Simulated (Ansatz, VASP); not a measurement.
One calculation of WSe2, two programs

INCAR

```
SYSTEM = WSe2
PREC = Accurate
ENCUT = 520
EDIFF = 1E-7
ISMEAR = 0
SIGMA = 0.05
LREAL = .FALSE.
LASPH = .TRUE.
NELM = 80
ALGO = Normal
ISIF = 2
LWAVE = .FALSE.
LCHARG = .FALSE.
GGA = PE
IVDW = 12
NBANDS = 35
```

Contents of KPOINTS:

```
regular mesh
0
G
  12 12 4
  0 0 0
```

File POSCAR:

```
WSe2
1.0
    3.3239513274      0.0000000000      0.0000000000
   -1.6619756637      2.8786262904      0.0000000000
    0.0000000000      0.0000000000     12.4452667521
W Se
2 4
Direct
    0.3333333333      0.6666666667      0.2500000000
    0.6666666667      0.3333333333      0.7500000000
    0.3333333333      0.6666666667      0.6182912222
    0.6666666667      0.3333333333      0.1182912222
    0.3333333333      0.6666666667      0.8817087778
    0.6666666667      0.3333333333      0.3817087778
```

Input for Ansatz:

```yaml
crystal:
  lattice:
    - [3.3239513274, 0.0, 0.0]
    - [-1.6619756637, 2.8786262904, 0.0]
    - [0.0, 0.0, 12.4452667521]
  atoms:
    - { symbol: W, position: [0.3333333333, 0.6666666667, 0.25] }
    - { symbol: W, position: [0.6666666667, 0.3333333333, 0.75] }
    - { symbol: Se, position: [0.3333333333, 0.6666666667, 0.6182912222] }
    - { symbol: Se, position: [0.6666666667, 0.3333333333, 0.1182912222] }
    - { symbol: Se, position: [0.3333333333, 0.6666666667, 0.8817087778] }
    - { symbol: Se, position: [0.6666666667, 0.3333333333, 0.3817087778] }
basis:
  ecutwfc: 420
kpoints:
  mp_grid: { grid: [12, 12, 4] }
hamiltonian:
  xc: pbe
  dispersion: d3bj
scf:
  occupations: { method: gaussian, width: 0.05 }
output:
  forces: true
  stress: true
  eigenvalues: true
```

Alike in both runs: task single point; functional PBE; dispersion D3(BJ); k mesh 12 × 12 × 4; occupations gaussian, width 0.05 eV; no spin polarisation.

|  | VASP | Ansatz |
| --- | --- | --- |
| version | VASP 6.6.1 | Ansatz 0.2.0 |
| potentials or method | VASP PAW PBE potentials, release 64 (W_sv, Se), cutoff 520 eV | scalar-relativistic, plane waves, PAW |
| valence electrons in the cell | 52 | 92 |

```csv
,VASP,Ansatz,Ansatz less VASP
gap on the k mesh at the Fermi level (eV),0.80,0.81,+0.005
least direct gap on the mesh (eV),1.33,1.33,+0.004
pressure (GPa),1.1,0.8,-0.34
"traceless stress, the component that is largest in VASP (GPa)",4.43,4.34,-0.082
rms of the force components (eV/Å),0.236,0.213,-0.0235
```

Atom by atom the forces differ by 0.024 eV/Å (rms over components). VASP's potentials hold 52 valence electrons a cell and Ansatz's 92, so a difference there can come from the potentials and not from the codes.

Spin-orbit coupling is off throughout.
